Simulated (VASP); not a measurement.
**IrSe: single point with PBE**

The system is IrSe.

```
CELL_PARAMETERS angstrom
0.00000 2.60093 2.60093
2.60093 0.00000 2.60093
2.60093 2.60093 0.00000
ATOMIC_POSITIONS crystal
Ir 0.50000 0.50000 0.50000
Se 0.00000 0.00000 0.00000
```

```
Program                : VASP 6.6.1
Task                   : single point
Functional             : PBE
Potentials or basis    : VASP PAW PBE potentials, release 64 (Ir, Se)
Cutoff                 : 520 eV
k mesh                 : 6 × 6 × 6
Occupations            : gaussian, width 0.05 eV
Spin                   : no spin polarisation
Dipole correction      : no
Further INCAR settings : ALGO = Normal; EDIFF = 1e-07; NBANDS = 14
```

| Property | Result |
| --- | --- |
| Pressure | -0.8 GPa |

Levels at points of the mesh, in eV from the Fermi level:
```tsv
k point	band 5	band 6	band 7	band 8	band 9	band 10
(0.00, 0.00, 0.00)	-2.25	-2.25	-1.40	-1.40	-1.40	2.12
(0.50, 0.00, 0.00)	-0.97	-0.97	-0.50	3.48	4.16	4.16
(0.50, 0.50, 0.00)	-3.16	-1.61	-0.51	-0.51	-0.15	1.13
```

Run time: 7.6 s on 1 thread of Intel(R) Xeon(R) Platinum 8559C (Emerald Rapids), with other jobs on the host, peak memory 0.16 GiB.

Caveat: spin-orbit coupling is left out, which moves the levels of the heavy elements.
